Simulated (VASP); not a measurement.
Here is a VASP 6.6.1 calculation.

The input POSCAR:

```
Rh
1.0
    2.5289169120      0.0000000000      0.0000000000
   -1.2644584560      2.1901062898      0.0000000000
    0.0000000000      0.0000000000      4.0862126154
Rh
2
Direct
    0.6666666667      0.3333333333      0.7500000000
    0.3333333333      0.6666666667      0.2500000000
```

File INCAR.step1:

```
SYSTEM = Rh
PREC     = Accurate       ! precision mode
ENCUT    = 520            ! plane-wave cutoff, eV
ISMEAR   = 0              ! smearing method
SIGMA    = 0.1            ! smearing width, eV
LREAL    = .FALSE.        ! projectors in reciprocal space
LASPH    = .TRUE.         ! aspherical terms in the spheres
NELM     = 80             ! most SCF steps
NBANDS   = 22             ! bands
GGA      = PE             ! functional
ALGO     = Normal         ! electronic algorithm
EDIFF    = 1E-4           ! SCF threshold, eV
LWAVE    = .TRUE.         ! write WAVECAR
LCHARG   = .FALSE.        ! write CHGCAR
```

INCAR.step2

```
SYSTEM = Rh
PREC     = Accurate       ! precision mode
ENCUT    = 520            ! plane-wave cutoff, eV
EDIFF    = 1E-6           ! SCF threshold, eV
ISMEAR   = 0              ! smearing method
SIGMA    = 0.1            ! smearing width, eV
LREAL    = .FALSE.        ! projectors in reciprocal space
LASPH    = .TRUE.         ! aspherical terms in the spheres
NELM     = 80             ! most SCF steps
ALGO     = Normal         ! electronic algorithm
ISIF     = 2              ! what is computed and relaxed
LWAVE    = .FALSE.        ! write WAVECAR
LCHARG   = .FALSE.        ! write CHGCAR
METAGGA  = R2SCAN         ! meta-GGA
LMIXTAU  = .TRUE.       
NBANDS   = 22             ! bands
ISTART   = 1
```

KPOINTS

```
regular mesh
0
G
  18 18 10
  0 0 0
```

Potentials or basis: VASP PAW PBE potentials, release 64 (Rh_pv).

Command:

```console
$ cat potpaw_PBE.64/Rh_pv/POTCAR > POTCAR
$ cp INCAR.step1 INCAR
$ mpirun -np 1 vasp_std > vasp.out
$ cp INCAR.step2 INCAR
$ mpirun -np 1 vasp_std > vasp.out
```

Question: Estimate the pressure.

Answer: 92.9 GPa.

Question: Estimate the band gap on the k mesh.

Answer: Zero (bands 15 and 16 overlap by 3.39 eV).

Stress tensor (GPa, compression positive):
```
92.86  0.00  0.00
 0.00 92.86  0.00
 0.00  0.00 93.09
```

Caveat: the cell stands under pressure; the PAW data sets were made with another functional, which shifts forces and pressure a little.
